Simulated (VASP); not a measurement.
Runs of VASP 6.6.1 on SnO2. The structure is that of space group P4_2/mnm (No. 136), or close to it. The cells are those of the table. 

```csv
level,cell,smearing,gap on the mesh (eV),pressure (GPa),largest force (eV/Å)
PBE,"a = 4.618, b = 4.618, c = 3.276 Å, 6 atoms",fermi-dirac 0.02 eV,1.39,15.5,0.01
PBE,"a = 4.808, b = 4.808, c = 3.179 Å, 6 atoms",fermi-dirac 0.02 eV,(b),6.2,0.07
r2SCAN,"a = 4.570, b = 4.570, c = 3.304 Å, 6 atoms",gaussian 0.01 eV,2.23,11.0,0.01
PBE,"a = 4.903, b = 4.903, c = 3.142 Å, 6 atoms",fermi-dirac 0.02 eV,0.84,2.5,0.12
PBE,"a = 4.856, b = 4.856, c = 3.160 Å, 6 atoms",fermi-dirac 0.02 eV,0.91,4.3,0.09
r2SCAN,"a = 4.713, b = 4.713, c = 3.224 Å, 6 atoms",gaussian 0.01 eV,1.90,3.3,0.01
r2SCAN,"a = 4.618, b = 4.618, c = 3.276 Å, 6 atoms",gaussian 0.01 eV,2.12,8.3,-
PBE,"a = 4.570, b = 4.570, c = 3.304 Å, 6 atoms",fermi-dirac 0.02 eV,1.50,18.2,(a)
```

Alike in all rows: task single point; potentials or basis VASP PAW PBE potentials, release 64 (Sn_d, O); no spin polarisation; k mesh 6 × 6 × 8; cutoff (eV) 520.

Q: Estimate the missing entries.

A: (a) 0.03; (b) 1.00.

Caveats: spin-orbit coupling is left out, which moves the levels of the heavy elements; the PAW data sets were made with another functional, which shifts forces and pressure a little (some runs).

A k mesh can miss the band edges, and the runs leave out spin-orbit coupling on Sn.
